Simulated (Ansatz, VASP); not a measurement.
**NaI: VASP beside Ansatz**

```xyz
2
Lattice="0.0000 3.3335 3.1879 3.3335 0.0000 3.1879 3.3335 3.3335 0.0000" Properties=species:S:1:pos:R:3 pbc="T T T"
Na    0.0000    0.0000    0.0000
I     3.3335    3.3335    3.1879
```

Change from the starting cell: strain +0.030 along x and y, -0.015 along z, atoms carried along.

Alike in both runs: task single point; functional r2SCAN; k mesh 6 × 6 × 6; occupations gaussian, width 0.05 eV; no spin polarisation.

```csv
,VASP,Ansatz
version,VASP 6.6.1,Ansatz 0.2.0
potentials or method,"VASP PAW PBE potentials, release 64 (Na_pv, I), cutoff 520 eV","scalar-relativistic, plane waves, PAW"
valence electrons in the cell,14,26
```

|  | VASP | Ansatz | Ansatz less VASP |
| --- | --- | --- | --- |
| gap on the k mesh at the Fermi level (eV) | 4.29 | 4.28 | -0.009 |
| least direct gap on the mesh (eV) | 4.29 | 4.28 | -0.009 |
| pressure (GPa) | -0.7 | -0.7 | +0.07 |
| traceless stress, the component that is largest in VASP (GPa) | 0.70 | 0.67 | -0.035 |

VASP's potentials were made for PBE, not for r2SCAN. VASP's potentials hold 14 valence electrons a cell and Ansatz's 26, so a difference there can come from the potentials and not from the codes.

Spin-orbit coupling is off throughout.
